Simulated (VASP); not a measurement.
## Cd3Te2Se: single point with PBE

Crystal: Cd3Te2Se.

```
CELL_PARAMETERS angstrom
4.58370 0.00000 0.00000
0.00000 -9.16740 0.00000
-2.29185 2.29185 -9.69496
ATOMIC_POSITIONS crystal
Cd 0.17442 0.58721 0.34885
Cd 0.17442 0.08721 0.34885
Cd 0.50000 0.75000 0.00000
Cd 0.50000 0.25000 0.00000
Cd 0.82558 0.91279 0.65115
Cd 0.82558 0.41279 0.65115
Te 0.08733 0.79367 0.17467
Te 0.08733 0.29367 0.17467
Te 0.41267 0.95633 0.82533
Te 0.41267 0.45633 0.82533
Se 0.75000 0.62500 0.50000
Se 0.75000 0.12500 0.50000
```

```json
{
 "Program": "VASP 6.6.1",
 "Task": "single point",
 "Functional": "PBE",
 "Potentials or basis": "VASP PAW PBE potentials, release 64 (Cd, Te, Se)",
 "Cutoff": "520 eV",
 "k mesh": "4 × 2 × 4",
 "Occupations": "gaussian, width 0.1 eV",
 "Spin": "no spin polarisation",
 "Dipole correction": "no",
 "Further INCAR settings": "ALGO = Normal; EDIFF = 1e-07; NBANDS = 66"
}
```

```yaml
Pressure: 0.2 GPa
Largest_force: 0.010 eV/Å
Band_gap_on_the_k_mesh: 0.45 eV
```

Forces on the atoms (eV/Å):
```
Cd   0.000  0.000  0.010
Cd   0.000  0.000  0.010
Cd   0.000  0.000  0.000
Cd   0.000  0.000  0.000
Cd   0.000  0.000 -0.010
Cd   0.000  0.000 -0.010
Te   0.000  0.000  0.003
Te   0.000  0.000  0.003
Te   0.000  0.000 -0.003
Te   0.000  0.000 -0.003
Se   0.000  0.000  0.000
Se   0.000  0.000  0.000
```

Stress tensor (GPa, compression positive):
```
0.31 0.00 0.00
0.00 0.31 0.00
0.00 0.00 0.08
```

Levels at points of the mesh, in eV from the valence-band top:
```
           k point  band 52  band 53  band 54  band 55  band 56  band 57
(0.00, 0.00, 0.00)    -0.07     0.00     0.00     0.45     1.79     2.75
(0.50, 0.00, 0.00)    -0.74    -0.53    -0.51     1.79     2.75     2.82
(0.00, 0.50, 0.00)    -0.65    -0.16    -0.16     1.97     1.97     2.81
(0.50, 0.50, 0.00)    -1.24    -1.17    -1.17     2.93     2.93     3.17
(0.00, 0.00, 0.50)    -0.51    -0.36    -0.36     1.79     2.14     2.29
(0.00, 0.50, 0.50)    -0.42    -0.30    -0.30     1.81     1.81     2.34
```

Wall time 21 min on 1 thread of Oxide Virtual Turin-like Processor, with other jobs on the host, peak memory 0.63 GiB.

Caveat: spin-orbit coupling is left out, which moves the levels of the heavy elements.
